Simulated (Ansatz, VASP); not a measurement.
## Two plane-wave programs on Re2Cl3

```
Re Cl
1.0
     2.96228    0.00000    0.00000
     0.00000    2.96228    0.00000
     0.00000    0.00000   10.09169
Re Cl
2 3
Direct
  0.50000 0.00000 0.17612
  0.00000 0.50000 0.82388
  0.00000 0.50000 0.33904
  0.50000 0.00000 0.66096
  0.50000 0.50000 0.00000
```

Change from the starting cell: species swapped into the Er2Se3 type (P-4m2, No. 115).

Alike in both runs: functional PBE; k mesh 4 × 4 × 2; occupations gaussian, width 0.2 eV; collinear spin.

Ansatz relaxed the structure, and its values are those at the end. VASP's run is a single point on that final structure, the one shown.

|  | VASP | Ansatz |
| --- | --- | --- |
| version | VASP 6.6.1 | Ansatz 0.2.0 |
| potentials or method | VASP PAW PBE potentials, release 64 (Re_sv_GW, Cl), cutoff 500 eV | scalar-relativistic, plane waves, PAW |
| valence electrons in the cell | 51 | 51 |

```csv
,VASP,Ansatz,Ansatz less VASP
gap on the k mesh at the Fermi level (eV),none,none,-
pressure (GPa),-0.5,0.3,+0.73
rms of the force components (eV/Å),0.025,0.008,-0.0172
net moment per atom (μB),0.00,0.00,0.000
```

A gap of «none» marks a metal or a gap that the smearing closes. Ansatz's warnings: seeded moment not kept.

The k mesh is coarse, so the values compare programs but aren't converged. Spin-orbit coupling is off throughout.
